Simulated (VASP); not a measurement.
The system is Br.

```
Br
1.0
    -1.42349    1.42349    3.57752
     1.42349   -1.42349    3.57752
     1.42349    1.42349   -3.57752
Br
1
Direct
  0.00000 0.00000 0.00000
```

```yaml
Program: VASP 6.6.1
Task: relaxation of cell and atoms
Functional: PBE
Potentials_or_basis: VASP PAW PBE potentials, release 64 (Br)
Cutoff: 500 eV
k_mesh: 13 × 13 × 13
Occupations: fermi-dirac, width 0.05 eV
Spin: no spin polarisation
```

At the start: pressure 1.4 GPa; volume 29.00 Å³/atom.

How do energy, volume and symmetry change on relaxing?

Over 9 steps the energy falls by 23.1 meV/atom and the volume is 35.89 Å³/atom (+23.8 %); space group I4/mmm (No. 139, to 0.1 Å) before and after.

The path:
```
step  energy change (eV)  largest force (eV/Å)  pressure (GPa)  volume (Å³)
   1              0.0000                0.0000            1.40        29.00
   2             -0.0057                0.0000            0.19        30.07
   3             -0.0060                0.0000           -0.15        30.43
   4             -0.0111                0.0000           -0.11        30.99
   5             -0.0197                0.0000            0.12        32.64
   6             -0.0206                0.0000            0.78        35.84
   7             -0.0219                0.0000            0.54        34.77
   8             -0.0214                0.0000           -0.60        37.28
   9             -0.0231                0.0000           -0.01        35.89
```

Final structure:
```
Br
1.0
    -1.43522    1.43522    4.35590
     1.43522   -1.43522    4.35590
     1.43522    1.43522   -4.35590
Br
1
Direct
  0.00000 0.00000 0.00000
```

Caveat: the volume moved by over 15 % at a fixed basis, so the end points are rough; an odd number of electrons without spin polarisation forces a metal; a magnetic or distorted state may lie lower.
